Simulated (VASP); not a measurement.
# V2SO: single point with PBE

The system is V2SO.

```
V S O
1.0
     3.06692    0.00000    0.00000
     0.00000    3.06692    0.00000
     0.00000    0.00000    4.33728
V S O
2 1 1
Direct
  0.00000 0.00000 0.50000
  0.50000 0.50000 0.00000
  0.00000 0.00000 0.00000
  0.50000 0.50000 0.50000
```

```yaml
Program: VASP 6.6.1
Task: single point
Functional: PBE
Potentials_or_basis: VASP PAW PBE potentials, release 64 (V_sv, S, O)
Cutoff: 520 eV
k_mesh: 6 × 6 × 4
Occupations: gaussian, width 0.1 eV
Spin: collinear spin, ferromagnetic start
Starting_moments: "[2.0, 2.0, 0.0, 0.0] μB"
Dipole_correction: no
Further_INCAR_settings: ALGO = Normal; EDIFF = 1e-06; NBANDS = 31
```

- Pressure: 39.0 GPa
- Net moment: 0.49 μB per cell
- Site moments: V +1.32, -0.87; S -0.00; O +0.01 μB
- Valence electrons inside the program's atomic spheres: V 11.68, 11.96; S 3.96; O 5.02

Stress tensor (GPa, compression positive):
```
38.35  0.00  0.00
 0.00 38.35  0.00
 0.00  0.00 40.35
```

Levels at points of the mesh, in eV from the Fermi level:
Spin up:
```tsv
k point	band 16	band 17	band 18	band 19	band 20	band 21	band 22	band 23
(0.00, 0.00, 0.00)	-2.99	-2.99	-1.94	-1.94	-1.86	-1.36	-1.32	0.17
(0.50, 0.00, 0.00)	-6.34	-1.04	-1.01	-0.04	0.45	0.58	0.80	1.67
(0.50, 0.50, 0.00)	-4.34	-4.15	-4.15	-0.68	0.27	0.54	0.95	1.15
(0.00, 0.00, 0.50)	-4.23	-3.75	-2.69	-1.20	-0.03	0.59	0.71	0.71
(0.50, 0.00, 0.50)	-6.65	-0.07	-0.01	0.01	1.09	1.15	1.21	1.97
(0.50, 0.50, 0.50)	-6.87	-0.62	-0.62	-0.22	-0.22	0.54	0.72	1.12
```
Spin down:
```
           k point  band 15  band 16  band 17  band 18  band 19  band 20  band 21  band 22
(0.00, 0.00, 0.00)    -3.65    -3.00    -3.00    -1.77    -1.77    -1.69    -1.11    -0.99
(0.50, 0.00, 0.00)    -6.56    -6.49    -0.58     0.01     0.24     0.39     1.03     1.14
(0.50, 0.50, 0.00)    -5.20    -4.27    -4.06    -4.06    -0.35     0.03     0.76     1.42
(0.00, 0.00, 0.50)    -4.15    -3.98    -3.98    -1.61    -1.58    -0.33    -0.33     0.72
(0.50, 0.00, 0.50)    -6.72    -6.56    -0.05     0.33     0.40     1.27     1.32     1.56
(0.50, 0.50, 0.50)    -6.86    -6.78    -1.43    -1.43     0.72     0.76     1.10     1.10
```

Wall time 100 s on 1 thread of AMD EPYC 9R45 96-Core Processor (Zen 5), on a shared host, peak memory 0.17 GiB.

Caveat: the k points lie up to 0.36 Å⁻¹ apart; semilocal functionals often make such compounds metallic where correlation or magnetic order opens a gap, which also shifts bond lengths. With open d or f shells a metallic result of PBE can be an artefact of self-interaction; +U or a hybrid may open a gap.
